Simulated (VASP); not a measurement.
# NaI (Fm-3m) in VASP: relaxation of cell and atoms with PBE+D3(BJ)

Aim: the relaxation of cell and atoms of NaI with PBE+D3(BJ).

All numbers are computed with VASP 6.6.1; they aren't measurements. Logs are shortened: lines on timing, memory, paths and dates and some standing lists are left out, and cuts for length are marked.

## 1. The cell of the first run

Symmetry: Fm-3m, No. 225, cubic system. Conventional cell: a = 6.437 Å, b = 6.437 Å, c = 6.437 Å, α = 90.00°, β = 90.00°, γ = 90.00°. Within 4.2 Å of Na (site symmetry m-3m) lie 6 I at 3.22 Å. Within 4.2 Å of I (site symmetry m-3m) lie 6 Na at 3.22 Å.

## 2. Relaxation of cell and atoms, PBE+D3(BJ)

Contents of INCAR:

```
PREC = Accurate
ENCUT = 600
EDIFF = 1E-6
ISMEAR = 0
SIGMA = 0.02
LREAL = F
LASPH = T
NELM = 100
ALGO = Normal
ISIF = 3
LWAVE = F
LCHARG = F
GGA = PE
IVDW = 12
IBRION = 2
NSW = 70
EDIFFG = -0.02
```

Contents of KPOINTS:

```
Automatic mesh
0
Gamma
  6 6 6
```

Contents of POSCAR:

```
NaI
1.0
    0.0000000000      3.2186567800      3.2186567800
    3.2186567800      0.0000000000      3.2186567800
    3.2186567800      3.2186567800      0.0000000000
Na I
1 1
Direct
    0.0000000000      0.0000000000      0.0000000000
    0.5000000000      0.5000000000      0.5000000000
```

Potentials or basis: VASP PAW PBE potentials, release 64 (Na_pv, I).

On the command line:

```bash
$ cat potpaw_PBE.64/Na_pv/POTCAR potpaw_PBE.64/I/POTCAR > POTCAR
$ mpirun -np 1 vasp_std > vasp.out
```

OUTCAR:

```text
PREC = Accurate
   ENCUT = 600
   EDIFF = 1E-6
   ISMEAR = 0
   LREAL = F
   LASPH = T
   NELM = 100
   ISIF = 3
   GGA = PE
   IVDW = 12
   IBRION = 2
   NSW = 70
   EDIFFG = -0.02
 IVDW          = 12

 ion  position               nearest neighbor table
   1  0.000  0.000  0.000-
   2  0.500  0.500  0.500-

  LATTYP: Found a face centered cubic cell.
 ALAT       =     6.4373135600

  Lattice vectors:

 A1 = (   0.0000000000,   3.2186567800,   3.2186567800)
 A2 = (   3.2186567800,   0.0000000000,   3.2186567800)
 A3 = (   3.2186567800,   3.2186567800,   0.0000000000)

Analysis of symmetry for initial positions (statically):
=====================================================================
 Subroutine PRICEL returns:
 Original cell was already a primitive cell.

 Routine SETGRP: Setting up the symmetry group for a
 face centered cubic supercell.

 Subroutine GETGRP returns: Found 48 space group operations
 (whereof 48 operations were pure point group operations)
 out of a pool of 48 trial point group operations.

The static configuration has the point symmetry O_h .

Analysis of symmetry for dynamics (positions and initial velocities):
=====================================================================
 Subroutine PRICEL returns:
 Original cell was already a primitive cell.

 Routine SETGRP: Setting up the symmetry group for a
 face centered cubic supercell.

 Subroutine GETGRP returns: Found 48 space group operations
 (whereof 48 operations were pure point group operations)
 out of a pool of 48 trial point group operations.

The dynamic configuration has the point symmetry O_h .

 Subroutine INISYM returns: Found 48 space group operations
 (whereof 48 operations are pure point group operations),
 and found     1 'primitive' translations

----------------------------------------------------------------------------------------

                                     Primitive cell

  volume of cell :      66.6890

  direct lattice vectors                    reciprocal lattice vectors
     0.000000000  3.218656780  3.218656780    -0.155344305  0.155344305  0.155344305
     3.218656780  0.000000000  3.218656780     0.155344305 -0.155344305  0.155344305
     3.218656780  3.218656780  0.000000000     0.155344305  0.155344305 -0.155344305

  length of vectors
     4.551868071  4.551868071  4.551868071     0.269064229  0.269064229  0.269064229

  position of ions in fractional coordinates (direct lattice)
     0.000000000  0.000000000  0.000000000
     0.500000000  0.500000000  0.500000000

  ion indices of the primitive-cell ions
   primitive index   ion index
                 1           1
                 2           2

----------------------------------------------------------------------------------------

 KPOINTS: Automatic mesh

Automatic generation of k-mesh.
 Grid dimensions read from file:
 generate k-points for:    6    6    6

 Generating k-lattice:

  Cartesian coordinates                     Fractional coordinates (reciprocal lattice)
    -0.025890717  0.025890717  0.025890717     0.166666667  0.000000000  0.000000000
     0.025890717 -0.025890717  0.025890717     0.000000000  0.166666667  0.000000000
     0.025890717  0.025890717 -0.025890717     0.000000000  0.000000000  0.166666667

  Length of vectors
     0.044844038  0.044844038  0.044844038

  Shift w.r.t. Gamma in fractional coordinates (k-lattice)
     0.000000000  0.000000000  0.000000000

 Subroutine IBZKPT returns following result:
 ===========================================

 Found     16 irreducible k-points:

 Following reciprocal coordinates:
            Coordinates               Weight
  0.000000  0.000000  0.000000      1.000000
  0.166667  0.000000  0.000000      8.000000
  0.333333  0.000000  0.000000      8.000000
  0.500000  0.000000  0.000000      4.000000
  0.166667  0.166667  0.000000      6.000000
  0.333333  0.166667  0.000000     24.000000
[... 8 lines left out ...]
 -0.333333  0.333333  0.166667     24.000000
 -0.333333  0.500000  0.166667     12.000000
   k-points           NKPTS =     16   k-points in BZ     NKDIM =     16   number of bands    NBANDS=     11
   number of dos      NEDOS =    301   number of ions     NIONS =      2
   total plane-waves  NPLWV =  46656
   dimension x,y,z NGX =    36 NGY =   36 NGZ =   36
   dimension x,y,z NGXF=    72 NGYF=   72 NGZF=   72
   ions per type =               1   1
   NGX,Y,Z   is equivalent  to a cutoff of  13.15, 13.15, 13.15 a.u.
   NGXF,Y,Z  is equivalent  to a cutoff of  26.30, 26.30, 26.30 a.u.
 SYSTEM =  unknown system
   PREC   = accura    normal or accurate (medium, high low for compatibility)
   ISTART =      0    job   : 0-new  1-cont  2-samecut
   ICHARG =      2    charge: 1-file 2-atom 10-const
   ISPIN  =      1    spin polarized calculation?
   LNONCOLLINEAR =      F non collinear calculations
   LSORBIT =      F    spin-orbit coupling
   LASPH  =      T    aspherical Exc in radial PAW
   ENCUT  =  600.0 eV  44.10 Ry    6.64 a.u.   9.09  9.09  9.09*2*pi/ulx,y,z
   NELM   =    100;   NELMIN=  2; NELMDL= -5     # of ELM steps
   EDIFF  = 0.1E-05   stopping-criterion for ELM
   LREAL  =      F    real-space projection
   EDIFFG = -.2E-01   stopping-criterion for IOM
   NSW    =     70    number of steps for IOM
   IBRION =      2    ionic relax: 0-MD 1-quasi-New 2-CG
   NFREE  =      1    steps in history (QN), initial steepest desc. (CG)
   ISIF   =      3    stress and relaxation
   ISYM   =      2    0-nonsym 1-usesym 2-fastsym
   POTIM  = 0.5000    time-step for ionic-motion
   TEBEG  =    0.0;   TEEND  =   0.0 temperature during run
   PSTRESS=    0.0 pullay stress
   NELECT =      14.0000    total number of electrons
   NUPDOWN=      -1.0000    fix difference up-down
   EMIN   =  10.00;   EMAX   =-10.00  energy-range for DOS
   EFERMI =   0.00;   METHOD = LEGACY
   ISMEAR =     0;   SIGMA  =   0.02  broadening in eV -4-tet -1-fermi 0-gaus
   EFERMI_NEDOS =   21; number of points for ismear=-14 and -15
   IALGO  =     38    algorithm
   IMIX   =      4    mixing-type and parameters
     AMIX     =   0.40;   BMIX     =  1.00
     AMIX_MAG =   1.60;   BMIX_MAG =  1.00
  volume/ion in A,a.u.               =      33.34       225.02
  Fermi-wavevector in a.u.,A,eV,Ry     =   0.972970  1.838647 12.880239  0.946671
  Thomas-Fermi vector in A             =   2.103312
   LORBIT       =      0    0 simple, 1 ext, 2 COOP (PROOUT), +10 PAW based schemes
   GGA     = PE    functional components
   LHFCALC =     F    Hartree Fock is set to
   AEXX    =    0.0000 exact exchange contribution
   IVDW    =    12    specifies the selected vdW correction
   LEPSILON=     F    determine dielectric tensor
   LRPA    =     F    only Hartree local field effects (RPA)
 conjugate gradient relaxation of ions
 non-spin polarized calculation
 Gauss-broadening in eV      SIGMA  =   0.02
  energy-cutoff  :      600.00
  volume of cell :       66.69
 maximum number of plane-waves:      2252
   NGX = 19   NGY = 19   NGZ = 19

--------------------------------------- Ionic step        1  -------------------------------------------

 number of electron      13.9999996 magnetization

 Free energy of the ion-electron system (eV)
  ---------------------------------------------------
  ext. energy  EPLUGINS =         0.00000000
  ---------------------------------------------------
  free energy    TOTEN  =        -5.38092048 eV

  energy without entropy =       -5.38092048  energy(sigma->0) =       -5.38092048

------------------------ aborting loop because EDIFF is reached ----------------------------------------

 Edisp (eV)   -0.51452

 E8    (eV) :    -0.2382

  FORCE on cell =-STRESS in cart. coord.  units (eV):
  Direction    XX          YY          ZZ          XY          YZ          ZX
  --------------------------------------------------------------------------------------
  -------------------------------------------------------------------------------------
  Total      -0.25279    -0.25279    -0.25279     0.00000     0.00000     0.00000
  in kB      -6.07320    -6.07320    -6.07320     0.00000     0.00000     0.00000
  external pressure =       -6.07 kB  Pullay stress =        0.00 kB

 VOLUME and BASIS-vectors are now :
 -----------------------------------------------------------------------------
  energy-cutoff  :      600.00
  volume of cell :       66.69
      direct lattice vectors                 reciprocal lattice vectors
     0.000000000  3.218656780  3.218656780    -0.155344305  0.155344305  0.155344305
     3.218656780  0.000000000  3.218656780     0.155344305 -0.155344305  0.155344305
     3.218656780  3.218656780  0.000000000     0.155344305  0.155344305 -0.155344305

 POSITION                                       TOTAL-FORCE (eV/Angst)
 -----------------------------------------------------------------------------------
      0.00000      0.00000      0.00000        -0.000000     -0.000000      0.000000
      3.21866      3.21866      3.21866         0.000000      0.000000     -0.000000
 -----------------------------------------------------------------------------------
    total drift:                                0.000000      0.000000      0.000000
[... 105 lines left out ...]
 VOLUME and BASIS-vectors are now :
 -----------------------------------------------------------------------------
  energy-cutoff  :      600.00
  volume of cell :       63.88
      direct lattice vectors                 reciprocal lattice vectors
     0.000000000  3.172861029  3.172861029    -0.157586480  0.157586480  0.157586480
     3.172861029  0.000000000  3.172861029     0.157586480 -0.157586480  0.157586480
     3.172861029  3.172861029  0.000000000     0.157586480  0.157586480 -0.157586480

 POSITION                                       TOTAL-FORCE (eV/Angst)
 -----------------------------------------------------------------------------------
      6.34572      3.17286      3.17286         0.000000     -0.000000      0.000000
      3.17286      3.17286      3.17286        -0.000000      0.000000     -0.000000
 -----------------------------------------------------------------------------------
    total drift:                                0.000000      0.000000      0.000000

  FREE ENERGIE OF THE ION-ELECTRON SYSTEM (eV)
  ---------------------------------------------------
  free  energy   TOTEN  =        -5.8999279998 eV

  energy  without entropy=       -5.8999279998  energy(sigma->0) =       -5.89992800

--------------------------------------- Ionic step        5  -------------------------------------------

 number of electron      14.0000003 magnetization

 Free energy of the ion-electron system (eV)
  ---------------------------------------------------
  ext. energy  EPLUGINS =         0.00000000
  ---------------------------------------------------
  free energy    TOTEN  =        -5.36587968 eV

  energy without entropy =       -5.36587968  energy(sigma->0) =       -5.36587968

 E-fermi :   1.3034     XC(G=0):  -7.9126

 val. band max:        1.1742694604   @ k =   0.0000   0.0000   0.0000
 cond. band min:       4.9576424338   @ k =   0.0000   0.0000   0.0000
 fundamental gap:      3.7833729734
 Fermi energy:         1.3033890874

 k-point     1 :       0.0000    0.0000    0.0000
  band No.  band energies     occupation
      1     -21.2106      2.00000
      2     -21.2106      2.00000
      3     -21.2106      2.00000
      4      -9.9816      2.00000
      5       1.1743      2.00000
      6       1.1743      2.00000
      7       1.1743      2.00000
      8       4.9576      0.00000
      9       9.1010      0.00000
     10       9.1010      0.00000
     11       9.1010      0.00000

 k-point     2 :       0.1667    0.0000    0.0000
  band No.  band energies     occupation
      1     -21.2123      2.00000
      2     -21.2107      2.00000
      3     -21.2107      2.00000
      4      -9.8960      2.00000
      5       0.3776      2.00000
      6       1.0899      2.00000
      7       1.0899      2.00000
      8       5.7948      0.00000
      9       8.6409      0.00000
     10       9.3140      0.00000
     11       9.3141      0.00000

 k-point     3 :       0.3333    0.0000    0.0000
  band No.  band energies     occupation
      1     -21.2158      2.00000
      2     -21.2109      2.00000
      3     -21.2109      2.00000
      4      -9.7132      2.00000
      5      -0.7385      2.00000
      6       0.9331      2.00000
      7       0.9331      2.00000
      8       6.3357      0.00000
      9       8.9184      0.00000
     10       8.9184      0.00000
     11       9.4244      0.00000
[... 197 lines left out ...]
 VOLUME and BASIS-vectors are now :
 -----------------------------------------------------------------------------
  energy-cutoff  :      600.00
  volume of cell :       64.42
      direct lattice vectors                 reciprocal lattice vectors
     0.000000000  3.181682301  3.181682301    -0.157149568  0.157149568  0.157149568
     3.181682301  0.000000000  3.181682301     0.157149568 -0.157149568  0.157149568
     3.181682301  3.181682301  0.000000000     0.157149568  0.157149568 -0.157149568

 POSITION                                       TOTAL-FORCE (eV/Angst)
 -----------------------------------------------------------------------------------
      0.00000      0.00000      0.00000        -0.000000      0.000000     -0.000000
      3.18168      3.18168      3.18168         0.000000     -0.000000      0.000000
 -----------------------------------------------------------------------------------
    total drift:                                0.000000      0.000000      0.000000

  FREE ENERGIE OF THE ION-ELECTRON SYSTEM (eV)
  ---------------------------------------------------
  free  energy   TOTEN  =        -5.9001285246 eV

  energy  without entropy=       -5.9001285246  energy(sigma->0) =       -5.90012852

 reached required accuracy - stopping structural energy minimisation
```

It took 70 s on 1 thread of AMD EPYC 7R13, shared host; peak memory 0.2 GiB.

Results:

```
Free energy                           : -5.9001 eV
Relaxed volume                        : 32.21 Å³/atom
Relaxed cell                          : a = 4.500 Å, b = 4.500 Å, c = 4.500 Å, α = 60.00°, β = 60.00°, γ = 60.00°
Space group after relaxing (to 0.1 Å) : Fm-3m (No. 225)
Energy gained by relaxing             : 2.3 meV/atom
Ionic steps                           : 5
Pressure after relaxing               : 0.0 GPa
Band gap on the k mesh                : 3.78 eV
Dispersion energy per atom            : -0.267 eV
```

The path:
```csv
step,energy change (eV),largest force (eV/Å),pressure (GPa),volume (Å³)
1,0.0000,0.0000,-0.61,66.69
2,-0.0036,0.0000,-0.27,65.48
3,-0.0044,0.0000,-0.17,64.94
4,-0.0045,0.0000,0.18,63.88
5,-0.0047,0.0000,-0.03,64.42
```

Final structure:
```
Na I
1.0
     0.00000    3.18168    3.18168
     3.18168    0.00000    3.18168
     3.18168    3.18168    0.00000
Na I
1 1
Direct
  0.00000 0.00000 0.00000
  0.50000 0.50000 0.50000
```

Caveat: spin-orbit coupling is left out, which moves the levels of the heavy elements.
